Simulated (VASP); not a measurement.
The system is TlCl.

```
Tl Cl
1.0
     3.79363    0.00000    0.00000
     0.00000    3.79363    0.00000
     0.00000    0.00000    3.79363
Tl Cl
1 1
Direct
  0.00000 0.00000 0.00000
  0.50000 0.50000 0.50000
```

Base run:

| Property | Result |
| --- | --- |
| Program | VASP 6.6.1 |
| Functional | HSE06 |
| Potentials or basis | VASP PAW PBE potentials, release 64 (Tl_d, Cl) |
| Cutoff | 400 eV |
| k mesh | 4 × 4 × 4 |
| Occupations | gaussian, width 0.01 eV |
| Spin | no spin polarisation |

Its results: band gap on the k mesh 2.74 eV; pressure 1.9 GPa.

**Question.** The run is repeated on the same cell with these changes: functional from HSE06 to PBE0. What comes out?

**Answer.** Band gap on the k mesh 3.43 eV; pressure 1.6 GPa.

Caveats: the PAW data sets were made with another functional, which shifts forces and pressure a little; spin-orbit coupling is left out, which moves the levels of the heavy elements.

A k mesh can miss the band edges.
